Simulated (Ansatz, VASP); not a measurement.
**One calculation of HfO2, two programs**

```
CELL_PARAMETERS angstrom
5.09568 0.00000 -0.00192
0.00000 5.17706 0.00000
-0.87839 0.00000 5.19689
ATOMIC_POSITIONS crystal
Hf 0.27715 0.45705 0.70818
Hf 0.72285 0.95705 0.79182
Hf 0.72285 0.54295 0.29182
Hf 0.27715 0.04295 0.20818
O 0.44713 0.74182 0.97999
O 0.55287 0.24182 0.52001
O 0.55287 0.25818 0.02001
O 0.44713 0.75818 0.47999
O 0.07123 0.33734 0.34088
O 0.92877 0.83734 0.15912
O 0.92877 0.66266 0.65912
O 0.07123 0.16266 0.84088
```

Alike in both runs: functional PBEsol; k mesh 4 × 4 × 4; occupations gaussian, width 0.02 eV; no spin polarisation.

Ansatz relaxed the structure, and its values are those at the end. VASP's run is a single point on that final structure, the one shown.

```csv
,VASP,Ansatz
version,VASP 6.6.1,Ansatz 0.2.0
potentials or method,"VASP PAW PBE potentials, release 64 (Hf_pv, O), cutoff 520 eV","scalar-relativistic, plane waves, PAW"
valence electrons in the cell,88,152
```

```tsv
	VASP	Ansatz	Ansatz less VASP
gap on the k mesh at the Fermi level (eV)	3.93	3.97	+0.035
least direct gap on the mesh (eV)	4.03	4.07	+0.038
pressure (GPa)	-3.0	0.0	+3.02
rms of the force components (eV/Å)	0.032	0.000	-0.0321
```

VASP's potentials were made for PBE, not for PBEsol. With one functional, cell and mesh, what is left measures potentials, basis and numerics. VASP's potentials hold 88 valence electrons a cell and Ansatz's 152, so a difference there can come from the potentials and not from the codes.

Neither program's run includes spin-orbit coupling.
